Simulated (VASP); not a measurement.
## Ti: single point with PBE+U

Crystal: Ti.

```xyz
2
Lattice="2.9427 0.0000 0.0000 -1.4713 2.5484 0.0000 0.0000 0.0000 4.6880" Properties=species:S:1:pos:R:3 pbc="T T T"
Ti    2.2884    0.8236    4.0232
Ti   -0.6543    2.5226    1.6792
```

* Program: VASP 6.6.1
* Task: single point
* Functional: PBE
* Potentials or basis: VASP PAW PBE potentials, release 64 (Ti_sv)
* Cutoff: 500 eV
* k mesh: 6 × 6 × 4
* Occupations: fermi-dirac, width 0.1 eV
* Spin: no spin polarisation
* Hubbard terms: Ti d U = 2.0 eV
* Dipole correction: no
* Further INCAR settings: ALGO = Normal; EDIFF = 1e-06; NBANDS = 19

```
Pressure               : 3.1 GPa
Band gap on the k mesh : zero (bands 12 and 13 overlap by 1.14 eV)
```

Stress tensor (GPa, compression positive):
```
2.94 0.00 0.00
0.00 2.94 0.00
0.00 0.00 3.42
```

Levels at points of the mesh, in eV from the Fermi level:
```csv
k point,band 8,band 9,band 10,band 11,band 12,band 13,band 14,band 15,band 16,band 17
"(0.00, 0.00, 0.00)",-33.30,-6.48,-2.76,0.39,0.83,0.83,0.86,1.31,1.31,1.78
"(0.50, 0.00, 0.00)",-33.37,-2.45,-2.14,-1.77,-0.83,0.64,0.64,1.12,3.38,3.59
"(0.00, 0.00, 0.50)",-33.35,-4.63,-4.63,0.03,0.03,0.76,0.76,0.76,0.76,2.90
"(0.50, 0.00, 0.50)",-33.45,-2.55,-2.55,-0.80,-0.80,1.08,1.08,1.85,1.85,3.51
```

Eigenvalues of the final occupation matrices:
| site | spin | trace | eigenvalues |
| --- | --- | --- | --- |
| site 1 d | 1 | 0.91 | 0.15 0.15 0.19 0.19 0.22 |
| site 1 d | 2 | 0.91 | 0.15 0.15 0.19 0.19 0.22 |
| site 2 d | 1 | 0.91 | 0.15 0.15 0.19 0.19 0.22 |
| site 2 d | 2 | 0.91 | 0.15 0.15 0.19 0.19 0.22 |

Wall time 26 s on 1 thread of AMD EPYC 7R13, with other jobs on the host, peak memory 0.12 GiB.

Caveat: the k points lie up to 0.41 Å⁻¹ apart, too coarse for converged energies and pressures of a metal; U without spin polarisation on a metal has little footing; the U is typed as a test and isn't derived for this compound.
